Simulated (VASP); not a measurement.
# SnSe2 in VASP: notebook

Runs on SnSe2. Level: PBE+D3(BJ). Tasks: single point.

Program: VASP 6.6.1. These are calculated values, not measurements. Logs are shortened: lines on timing, memory, paths and dates and some standing lists are left out, and cuts for length are marked.

**1. The cell of the first run**

The cell holds a slab with vacuum, 6 atoms: a = 3.825 Å, b = 3.825 Å, c = 45.404 Å, α = 90.00°, β = 90.00°, γ = 120.00°.

**2. Single point, PBE+D3(BJ)**

Input file INCAR:

```
SYSTEM = SnSe2
PREC     = Accurate       ! precision mode
ENCUT    = 520            ! plane-wave cutoff, eV
EDIFF    = 1E-7           ! SCF threshold, eV
ISMEAR   = 0              ! smearing method
SIGMA    = 0.02           ! smearing width, eV
LREAL    = .False.        ! projectors in reciprocal space
LASPH    = .True.         ! aspherical terms in the spheres
NELM     = 60             ! most SCF steps
ALGO     = Normal         ! electronic algorithm
ISIF     = 2              ! what is computed and relaxed
LWAVE    = .False.        ! write WAVECAR
LCHARG   = .False.        ! write CHGCAR
LDIPOL   = .True.       
IDIPOL   = 3            
DIPOL    = 0.5 0.5 0.500
GGA      = PE             ! functional
IVDW     = 12             ! dispersion correction
NBANDS   = 35             ! bands
```

Input file KPOINTS:

```
regular mesh
0
Gamma
  12 12 1
  0 0 0
```

Input file POSCAR:

```
SnSe2
1.0
    3.8246790507      0.0000000000      0.0000000000
   -1.9123395254      3.3122692192      0.0000000000
    0.0000000000      0.0000000000     45.4044102391
Se Sn
4 2
Direct
    0.6666666667      0.3333333333      0.3889968600
    0.3333333333      0.6666666667      0.4595346994
    0.3333333333      0.6666666667      0.5404652115
    0.0000000000      0.0000000000      0.6110029158
    0.0000000000      0.0000000000      0.4242663904
    0.6666666667      0.3333333333      0.5757339230
```

Potentials or basis: VASP PAW PBE potentials, release 64 (Se, Sn_d).

Command:

```sh
> cat potpaw_PBE.64/Se/POTCAR potpaw_PBE.64/Sn_d/POTCAR > POTCAR
> mpirun -np 1 vasp_std > vasp.out
```

OUTCAR:

```text
SYSTEM = SnSe2
   PREC = Accurate
   ENCUT = 520
   EDIFF = 1E-7
   ISMEAR = 0
   LREAL = .False.
   LASPH = .True.
   NELM = 60
   ISIF = 2
   GGA = PE
   IVDW = 12
 IVDW          = 12

 ion  position               nearest neighbor table
   1  0.667  0.333  0.389-   5 2.73   5 2.73   5 2.73
   2  0.333  0.667  0.460-   5 2.73   5 2.73   5 2.73
   3  0.333  0.667  0.540-   6 2.73   6 2.73   6 2.73
   4  0.000  0.000  0.611-   6 2.73   6 2.73   6 2.73
   5  0.000  0.000  0.424-   2 2.73   2 2.73   2 2.73   1 2.73   1 2.73   1 2.73
   6  0.667  0.333  0.576-   3 2.73   3 2.73   3 2.73   4 2.73   4 2.73   4 2.73

  LATTYP: Found a hexagonal cell.
 ALAT       =     3.8246790507
 C/A-ratio  =    11.8714301611

  Lattice vectors:

 A1 = (   3.8246790507,   0.0000000000,   0.0000000000)
 A2 = (  -1.9123395254,   3.3122692192,   0.0000000000)
 A3 = (   0.0000000000,   0.0000000000,  45.4044102391)

Analysis of symmetry for initial positions (statically):
=====================================================================
 Subroutine PRICEL returns:
 Original cell was already a primitive cell.

 Routine SETGRP: Setting up the symmetry group for a
 hexagonal supercell.

 Subroutine GETGRP returns: Found 12 space group operations
 (whereof  6 operations were pure point group operations)
 out of a pool of 24 trial point group operations.

The static configuration has the point symmetry C_3v.
 The point group associated with its full space group is D_3d.

Analysis of symmetry for dynamics (positions and initial velocities):
=====================================================================
 Subroutine PRICEL returns:
 Original cell was already a primitive cell.

 Routine SETGRP: Setting up the symmetry group for a
 hexagonal supercell.

 Subroutine GETGRP returns: Found 12 space group operations
 (whereof  6 operations were pure point group operations)
 out of a pool of 24 trial point group operations.

The dynamic configuration has the point symmetry C_3v.
 The point group associated with its full space group is D_3d.

 Subroutine INISYM returns: Found 12 space group operations
 (whereof  6 operations are pure point group operations),
 and found     1 'primitive' translations

----------------------------------------------------------------------------------------

                                     Primitive cell

  volume of cell :     575.1997

  direct lattice vectors                    reciprocal lattice vectors
     3.824679051  0.000000000  0.000000000     0.261459847  0.150953913  0.000000000
    -1.912339525  3.312269219  0.000000000     0.000000000  0.301907826  0.000000000
     0.000000000  0.000000000 45.404410239     0.000000000  0.000000000  0.022024292

  length of vectors
     3.824679051  3.824679051 45.404410239     0.301907826  0.301907826  0.022024292

  position of ions in fractional coordinates (direct lattice)
     0.666666667  0.333333333  0.388996860
     0.333333333  0.666666667  0.459534699
     0.333333333  0.666666667  0.540465211
     0.000000000  0.000000000  0.611002916
     0.000000000  0.000000000  0.424266390
     0.666666667  0.333333333  0.575733923

  ion indices of the primitive-cell ions
   primitive index   ion index
                 1           1
                 2           2
                 3           3
                 4           4
                 5           5
                 6           6

----------------------------------------------------------------------------------------

 KPOINTS: regular mesh

Automatic generation of k-mesh.
 Grid dimensions read from file:
 generate k-points for:   12   12    1

 Generating k-lattice:

  Cartesian coordinates                     Fractional coordinates (reciprocal lattice)
     0.021788321  0.012579493  0.000000000     0.083333333  0.000000000  0.000000000
     0.000000000  0.025158986  0.000000000     0.000000000  0.083333333  0.000000000
     0.000000000  0.000000000  0.022024292     0.000000000  0.000000000  1.000000000

  Length of vectors
     0.025158986  0.025158986  0.022024292

  Shift w.r.t. Gamma in fractional coordinates (k-lattice)
     0.000000000  0.000000000  0.000000000

 Subroutine IBZKPT returns following result:
 ===========================================

 Found     19 irreducible k-points:

 Following reciprocal coordinates:
            Coordinates               Weight
  0.000000  0.000000  0.000000      1.000000
  0.083333 -0.000000  0.000000      6.000000
  0.166667  0.000000  0.000000      6.000000
  0.250000  0.000000  0.000000      6.000000
  0.333333  0.000000  0.000000      6.000000
  0.416667 -0.000000  0.000000      6.000000
[... 11 lines left out ...]
  0.333333  0.250000  0.000000     12.000000
  0.333333  0.333333  0.000000      2.000000
   k-points           NKPTS =     19   k-points in BZ     NKDIM =     19   number of bands    NBANDS=     35
   number of dos      NEDOS =    301   number of ions     NIONS =      6
   total plane-waves  NPLWV = 274400
   dimension x,y,z NGX =    28 NGY =   28 NGZ =  350
   dimension x,y,z NGXF=    56 NGYF=   56 NGZF=  700
   ions per type =               4   2
   NGX,Y,Z   is equivalent  to a cutoff of  12.17, 12.17, 12.82 a.u.
   NGXF,Y,Z  is equivalent  to a cutoff of  24.34, 24.34, 25.63 a.u.
 SYSTEM =  SnSe2
   PREC   = accura    normal or accurate (medium, high low for compatibility)
   ISTART =      0    job   : 0-new  1-cont  2-samecut
   ICHARG =      2    charge: 1-file 2-atom 10-const
   ISPIN  =      1    spin polarized calculation?
   LNONCOLLINEAR =      F non collinear calculations
   LSORBIT =      F    spin-orbit coupling
   LASPH  =      T    aspherical Exc in radial PAW
   ENCUT  =  520.0 eV  38.22 Ry    6.18 a.u.   7.11  7.11 84.42*2*pi/ulx,y,z
   NELM   =     60;   NELMIN=  2; NELMDL= -5     # of ELM steps
   EDIFF  = 0.1E-06   stopping-criterion for ELM
   LREAL  =      F    real-space projection
   EDIFFG = 0.1E-05   stopping-criterion for IOM
   NSW    =      0    number of steps for IOM
   IBRION =     -1    ionic relax: 0-MD 1-quasi-New 2-CG
   NFREE  =      0    steps in history (QN), initial steepest desc. (CG)
   ISIF   =      2    stress and relaxation
   ISYM   =      2    0-nonsym 1-usesym 2-fastsym
   POTIM  = 0.5000    time-step for ionic-motion
   TEBEG  =    0.0;   TEEND  =   0.0 temperature during run
   PSTRESS=    0.0 pullay stress
   NELECT =      52.0000    total number of electrons
   NUPDOWN=      -1.0000    fix difference up-down
   EMIN   =  10.00;   EMAX   =-10.00  energy-range for DOS
   EFERMI =   0.00;   METHOD = LEGACY
   ISMEAR =     0;   SIGMA  =   0.02  broadening in eV -4-tet -1-fermi 0-gaus
   EFERMI_NEDOS =   21; number of points for ismear=-14 and -15
   IALGO  =     38    algorithm
   IMIX   =      4    mixing-type and parameters
     AMIX     =   0.40;   BMIX     =  1.00
     AMIX_MAG =   1.60;   BMIX_MAG =  1.00
  volume/ion in A,a.u.               =      95.87       646.94
  Fermi-wavevector in a.u.,A,eV,Ry     =   0.734745  1.388466  7.345100  0.539850
  Thomas-Fermi vector in A             =   1.827772
   LORBIT       =      0    0 simple, 1 ext, 2 COOP (PROOUT), +10 PAW based schemes
   GGA     = PE    functional components
   LHFCALC =     F    Hartree Fock is set to
   AEXX    =    0.0000 exact exchange contribution
   IVDW    =    12    specifies the selected vdW correction
   LEPSILON=     F    determine dielectric tensor
   LRPA    =     F    only Hartree local field effects (RPA)
 non-spin polarized calculation
 Gauss-broadening in eV      SIGMA  =   0.02
  energy-cutoff  :      520.00
  volume of cell :      575.20
 maximum number of plane-waves:     15591
   NGX = 15   NGY = 15   NGZ =169

 number of electron      51.9999993 magnetization

 dipolmoment           0.000000      0.000000      0.000302 electrons x Angstroem

 Free energy of the ion-electron system (eV)
  ---------------------------------------------------
  ext. energy  EPLUGINS =         0.00000000
  ---------------------------------------------------
  free energy    TOTEN  =       -23.68401638 eV

  energy without entropy =      -23.68401638  energy(sigma->0) =      -23.68401638

 E-fermi :  -3.1439     XC(G=0):  -2.8509

 val. band max:       -3.2538038736   @ k =   0.0833  -0.0000   0.0000
 cond. band min:      -2.5400276687   @ k =   0.5000   0.0000   0.0000
 fundamental gap:      0.7137762049
 Fermi energy:        -3.1438799651

 k-point     1 :       0.0000    0.0000    0.0000
  band No.  band energies     occupation
      1     -24.4295      2.00000
      2     -24.4295      2.00000
      3     -24.4276      2.00000
      4     -24.4276      2.00000
      5     -24.3911      2.00000
      6     -24.3892      2.00000
[... 27 lines left out ...]
     34       1.3686      0.00000
     35       2.3246      0.00000

 k-point     2 :       0.0833   -0.0000    0.0000
  band No.  band energies     occupation
      1     -24.4319      2.00000
      2     -24.4301      2.00000
      3     -24.4268      2.00000
      4     -24.4249      2.00000
      5     -24.3893      2.00000
      6     -24.3874      2.00000
[... 27 lines left out ...]
     34       1.5337      0.00000
     35       2.4452      0.00000

 k-point     3 :       0.1667    0.0000    0.0000
  band No.  band energies     occupation
      1     -24.4395      2.00000
      2     -24.4376      2.00000
      3     -24.4200      2.00000
      4     -24.4181      2.00000
      5     -24.3889      2.00000
      6     -24.3870      2.00000
[... 27 lines left out ...]
     34       1.9205      0.00000
     35       2.6915      0.00000
[... 533 lines left out ...]
 k-point    18 :       0.3333    0.2500    0.0000
  band No.  band energies     occupation
      1     -24.4537      2.00000
      2     -24.4519      2.00000
      3     -24.4281      2.00000
      4     -24.4262      2.00000
      5     -24.3907      2.00000
      6     -24.3888      2.00000
[... 27 lines left out ...]
     34       3.1568      0.00000
     35       4.0679      0.00000

 k-point    19 :       0.3333    0.3333    0.0000
  band No.  band energies     occupation
      1     -24.4413      2.00000
      2     -24.4412      2.00000
      3     -24.4395      2.00000
      4     -24.4393      2.00000
      5     -24.3829      2.00000
      6     -24.3829      2.00000
[... 27 lines left out ...]
     34       3.3315      0.00000
     35       4.8164      0.00000

------------------------ aborting loop because EDIFF is reached ----------------------------------------

 vacuum level on the upper side and lower side of the slab       (xc-potential included)        -0.071        -0.076

 Edisp (eV)   -1.70353

 E8    (eV) :    -0.7700

  FORCE on cell =-STRESS in cart. coord.  units (eV):
  Direction    XX          YY          ZZ          XY          YZ          ZX
  --------------------------------------------------------------------------------------
  -------------------------------------------------------------------------------------
  Total      -0.12372    -0.12372     0.07909     0.00000     0.00000     0.00000
  in kB      -0.34461    -0.34461     0.22029     0.00000     0.00000     0.00000
  external pressure =       -0.16 kB  Pullay stress =        0.00 kB

 VOLUME and BASIS-vectors are now :
 -----------------------------------------------------------------------------
  energy-cutoff  :      520.00
  volume of cell :      575.20
      direct lattice vectors                 reciprocal lattice vectors
     3.824679051  0.000000000  0.000000000     0.261459847  0.150953913  0.000000000
    -1.912339525  3.312269219  0.000000000     0.000000000  0.301907826  0.000000000
     0.000000000  0.000000000 45.404410239     0.000000000  0.000000000  0.022024292

 POSITION                                       TOTAL-FORCE (eV/Angst)
 -----------------------------------------------------------------------------------
      1.91234      1.10409     17.66217         0.000000     -0.000000     -0.013359
     -0.00000      2.20818     20.86490        -0.000000     -0.000000      0.017864
     -0.00000      2.20818     24.53950         0.000000      0.000000     -0.017864
      0.00000      0.00000     27.74223        -0.000000      0.000000      0.013359
      0.00000      0.00000     19.26357        -0.000000      0.000000     -0.005259
      1.91234      1.10409     26.14086         0.000000     -0.000000      0.005259
 -----------------------------------------------------------------------------------
    total drift:                                0.000000     -0.000000      0.031871

  FREE ENERGIE OF THE ION-ELECTRON SYSTEM (eV)
  ---------------------------------------------------
  free  energy   TOTEN  =       -25.3875445632 eV

  energy  without entropy=      -25.3875445632  energy(sigma->0) =      -25.38754456

 vacuum level on the upper side and lower side of the slab         2.646         2.642
```

It took 12 min on 1 thread of Intel Xeon Platinum 8559C (Emerald Rapids), shared host; peak memory 0.77 GiB.

Results:

- Free energy: -25.3875 eV
- Largest force: 0.018 eV/Å
- Band gap on the k mesh: 0.71 eV (least direct gap 1.05 eV)
- Dispersion energy per atom: -0.284 eV

Forces on the atoms (eV/Å):
```
Se   0.000  0.000 -0.013
Se   0.000  0.000  0.018
Se   0.000  0.000 -0.018
Se   0.000  0.000  0.013
Sn   0.000  0.000 -0.005
Sn   0.000  0.000  0.005
```

Levels at points of the mesh, in eV from the valence-band top:
```tsv
k point	band 22	band 23	band 24	band 25	band 26	band 27	band 28	band 29	band 30	band 31
(0.00, 0.00, 0.00)	-0.46	-0.11	-0.11	-0.06	-0.06	1.37	1.92	3.07	3.15	4.59
(0.50, 0.00, 0.00)	-2.20	-0.97	-0.58	-0.40	-0.33	0.71	0.79	3.92	4.21	5.04
```

Caveat: spin-orbit coupling is left out, which moves the levels of the heavy elements.

**3. Single point, PBE+D3(BJ), non-collinear spin, zero start, spin-orbit coupling**

This run uses another cell than the first one: it holds 3 atoms, not 6.

Input file INCAR:

```
SYSTEM = SnSe2
PREC = Accurate
ENCUT = 520
EDIFF = 1E-6
ISMEAR = 0
SIGMA = 0.02
LREAL = .FALSE.
LASPH = .TRUE.
NELM = 150
ALGO = Normal
ISIF = 2
LWAVE = .FALSE.
LCHARG = .FALSE.
MAGMOM = 0 0 0 0 0 0 0 0 0
LORBIT = 11
LSORBIT = .TRUE.
GGA_COMPAT = .FALSE.
LORBMOM = .TRUE.
LDIPOL = .TRUE.
IDIPOL = 3
DIPOL = 0.5 0.5 0.500
GGA = PE
IVDW = 12
NBANDS = 39
```

Input file KPOINTS:

```
Automatic mesh
0
G
  12 12 1
  0 0 0
```

Input file POSCAR:

```
SnSe2
1.0
    3.8246790732      0.0000000000      0.0000000000
   -1.9123395366      3.3122692387      0.0000000000
    0.0000000000      0.0000000000     32.3760079986
Se Sn
2 1
Direct
    0.6666666667      0.3333333333      0.4505636621
    0.3333333333      0.6666666667      0.5494363379
    0.0000000000      0.0000000000      0.5000000000
```

Potentials or basis: VASP PAW PBE potentials, release 64 (Se, Sn_d).

Command:

```sh
> cat potpaw_PBE.64/Se/POTCAR potpaw_PBE.64/Sn_d/POTCAR > POTCAR
> mpirun -np 1 vasp_ncl > vasp.out
```

Run time: 32 min. Hardware: 1 thread of Oxide Virtual Turin-like, shared host; peak memory 1.4 GiB.

The run converged. Its results:

- Free energy: -12.7027 eV
- Largest force: 0.021 eV/Å
- Net moment: 0.00 μB per cell
- Valence electrons inside the program's atomic spheres: Se 3.81; Sn 12.16
- Dispersion energy per atom: -0.252 eV

Forces in eV/Å, atoms in the order of the input:
```
Se   0.000  0.000 -0.021
Se   0.000  0.000  0.021
Sn   0.000  0.000  0.000
```

Moments on the atoms (μB; x, y, z):
```
Se  0.00 0.00 0.00
Se  0.00 0.00 0.00
Sn  0.00 0.00 0.00
```
